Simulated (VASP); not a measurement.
The system is Os.

```
Os
1.0
     2.74000    0.00000    0.00000
    -1.37000    2.37291    0.00000
     0.00000    0.00000    4.32646
Os
2
Direct
  0.33333 0.66667 0.75000
  0.66667 0.33333 0.25000
```

- Program: VASP 6.6.1
- Task: relaxation of cell and atoms
- Functional: PBEsol
- Potentials or basis: VASP PAW PBE potentials, release 64 (Os)
- Cutoff: 600 eV
- k mesh: 18 × 18 × 10
- Occupations: gaussian, width 0.05 eV
- Spin: no spin polarisation

At the start: pressure -4.7 GPa; volume 14.06 Å³/atom.

Task: Where does the relaxation end?

Result: Over 7 steps the energy falls by 2.4 meV/atom and the volume is 13.91 Å³/atom (-1.1 %); space group P6_3/mmc (No. 194, to 0.1 Å) before and after.

Step by step:
| step | energy change (eV) | largest force (eV/Å) | pressure (GPa) | volume (Å³) |
| --- | --- | --- | --- | --- |
| 1 | 0.0000 | 0.0000 | -4.73 | 28.13 |
| 2 | 0.0946 | 0.0000 | 24.82 | 26.47 |
| 3 | -0.0047 | 0.0000 | -0.08 | 27.83 |
| 4 | -0.0047 | 0.0000 | 0.01 | 27.82 |
| 5 | -0.0047 | 0.0000 | 0.11 | 27.82 |
| 6 | -0.0046 | 0.0000 | 0.07 | 27.81 |
| 7 | -0.0047 | 0.0000 | 0.09 | 27.82 |

Final structure:
```yaml
crystal:
  lattice:
    - [2.72809, 0.00000, 0.00000]
    - [-1.36404, 2.36259, 0.00000]
    - [0.00000, 0.00000, 4.31553]
  atoms:
    - { symbol: Os, position: [0.33333, 0.66667, 0.75000] }
    - { symbol: Os, position: [0.66667, 0.33333, 0.25000] }
```

Caveat: the PAW data sets were made with another functional, which shifts forces and pressure a little.
